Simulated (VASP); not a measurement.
Wanted: the native input for a VASP 6.6.1 run.

| Quantity | Value |
| --- | --- |
| Task | single point |
| Functional | LDA |
| Potentials or basis | VASP PAW LDA potentials, release 64 (C) |
| Cutoff | 520 eV |
| k mesh | 20 × 20 × 20 |
| Occupations | fermi-dirac, width 0.08 eV |
| Spin | no spin polarisation |
| Dipole correction | no |
| Further INCAR settings | ALGO = Normal; EDIFF = 1e-06; NBANDS = 11 |

The structure of C lies in POSCAR:

```
C
1.0
    0.0000000000      1.7952109402      1.7952109402
    1.7952109402      0.0000000000      1.7952109402
    1.7952109402      1.7952109402      0.0000000000
C
2
Direct
    0.5000000000      0.5000000000      0.5000000000
    0.7500000000      0.7500000000      0.7500000000
```

This cell differs from its parent crystal: volume scaled by 1.02.

The input as run:

INCAR

```
  PREC = Accurate
  ENCUT = 520
  EDIFF = 1E-6
  ISMEAR = -1
  SIGMA = 0.08
  LREAL = F
  LASPH = T
  NELM = 80
  ALGO = Normal
  ISIF = 2
  LWAVE = F
  LCHARG = F
  NBANDS = 11
```

KPOINTS

```
regular mesh
0
Gamma
  20 20 20
```

Potentials or basis: VASP PAW LDA potentials, release 64 (C).

Launch:

```sh
$ cat potpaw_LDA.64/C/POTCAR > POTCAR
$ mpirun -np 1 vasp_std > vasp.out
```

It gave:

The pressure is -19.7 GPa and the band gap on the k mesh is 4.05 eV, indirect (least direct gap 5.49 eV).

Run time: 21 s on 1 thread of AMD EPYC 9R14 (Zen 4), on a shared host, peak memory 0.1 GiB.
